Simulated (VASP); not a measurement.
Runs of VASP 6.6.1 on ZnSe. The structure is that of space group I-4m2 (No. 119), or close to it. The cells are those of the table. 

```tsv
cell	gap on the mesh (eV)	pressure (GPa)
a = 4.056, b = 4.056, c = 3.891 Å, angles 61.3, 61.3, 57.3°, 2 atoms	1.18	2.8
a = 4.218, b = 4.218, c = 4.053 Å, angles 61.3, 61.3, 57.4°, 2 atoms	0.74	-3.6
a = 4.135, b = 4.135, c = 4.215 Å, angles 59.4, 59.4, 61.3°, 2 atoms	(b)	-3.6
a = 4.066, b = 4.066, c = 4.377 Å, angles 57.4, 57.4, 65.1°, 2 atoms	(a)	-3.6
a = 4.297, b = 4.297, c = 4.377 Å, angles 59.4, 59.4, 61.2°, 2 atoms	0.39	-7.0
a = 4.141, b = 4.141, c = 3.891 Å, angles 62.0, 62.0, 56.0°, 2 atoms	0.93	0.3
a = 3.979, b = 3.979, c = 4.215 Å, angles 58.0, 58.0, 64.0°, 2 atoms	0.90	0.2
a = 4.141, b = 4.141, c = 4.377 Å, angles 58.1, 58.1, 63.8°, 2 atoms	0.48	(c)
a = 4.218, b = 4.218, c = 4.377 Å, angles 58.7, 58.7, 62.5°, 2 atoms	0.43	-6.1
a = 4.056, b = 4.056, c = 4.215 Å, angles 58.7, 58.7, 62.6°, 2 atoms	0.83	-1.8
```

Alike in all rows: task single point; level PBE; potentials or basis VASP PAW PBE potentials, release 64 (Zn, Se); no spin polarisation; k mesh 8 × 8 × 8; cutoff (eV) 520; smearing gaussian 0.05 eV.

Question: Estimate the missing entries.

Answer: (a) 0.54; (b) 0.77; (c) -5.0.

Caveats: the cell stands under tension (at least some runs).

A k mesh can miss the band edges, and the runs leave out spin-orbit coupling on Se.
